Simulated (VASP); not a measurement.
Write the native input for VASP 6.6.1 that does the following.

- Task: single point
- Functional: PBEsol
- Potentials or basis: VASP PAW PBE potentials, release 64 (Cd, Se)
- Cutoff: 520 eV
- k mesh: 10 × 10 × 10
- Occupations: gaussian, width 0.05 eV
- Spin: no spin polarisation
- Dipole correction: no
- Further INCAR settings: ALGO = Normal; EDIFF = 1e-06; NBANDS = 16

The structure of CdSe lies in POSCAR:

```
CdSe
1.0
    0.0000000000      3.0218227885      3.0218227885
    3.0218227885      0.0000000000      3.0218227885
    3.2800879095      3.2800879095     -0.2582651210
Cd Se
1 1
Direct
    0.0000000000      0.0000000000      0.0000000000
    0.7500000000      0.7500000000      0.7500000000
```

The input as run:

INCAR

```
SYSTEM = CdSe
ALGO = Normal
EDIFF = 1E-6
ENCUT = 520
GGA = PS
ISIF = 2
ISMEAR = 0
LASPH = .TRUE.
LCHARG = .FALSE.
LREAL = .FALSE.
LWAVE = .FALSE.
NBANDS = 16
NELM = 100
PREC = Accurate
SIGMA = 0.05
```

KPOINTS

```
k-points
0
G
  10 10 10
  0 0 0
```

Potentials or basis: VASP PAW PBE potentials, release 64 (Cd, Se).

The run is started by

```console
$ cat potpaw_PBE.64/Cd/POTCAR potpaw_PBE.64/Se/POTCAR > POTCAR
$ mpirun -np 1 vasp_std > vasp.out
```

It gave:

* Pressure: -3.1 GPa
* Largest force: 0.192 eV/Å
* Band gap on the k mesh: 0.28 eV

Caveat: the cell stands under tension; the PAW data sets were made with another functional, which shifts forces and pressure a little.

It took 2.1 min on 1 thread of Intel Xeon 8259CL (shared host), peak memory 0.27 GiB.
